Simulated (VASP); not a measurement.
Input of a VASP 6.6.1 run:

The input INCAR:

```
ALGO = Normal ; EDIFF = 1E-7
ENCUT = 520 ; GGA = PE
ISIF = 2 ; ISMEAR = -1
ISPIN = 2 ; LASPH = True
LCHARG = False ; LMAXMIX = 4
LORBIT = 11 ; LREAL = False
LWAVE = False ; MAGMOM = 1
NBANDS = 15 ; NELM = 150
PREC = Accurate ; SIGMA = 0.05
```

Contents of KPOINTS:

```
k-points
0
Gamma
  13 13 13
```

The input POSCAR:

```
Pt
1.0
    2.6246004218      0.0000000000      0.0000000000
    0.0000000000      2.6246004218      0.0000000000
    0.0000000000      0.0000000000      2.6246004218
Pt
1
Direct
    0.0000000000      0.0000000000      0.0000000000
```

Potentials or basis: VASP PAW PBE potentials, release 64 (Pt).

The run is started by

```console
$ cat potpaw_PBE.64/Pt/POTCAR > POTCAR
$ mpirun -np 1 vasp_std > vasp.out
```

(1) What does it give for the pressure?

(2) What does it give for the band gap on the k mesh?

Results:

(1) -0.7 GPa.

(2) zero (filled and empty bands overlap).

Caveat: spin-orbit coupling is left out, which moves the levels of the heavy elements.
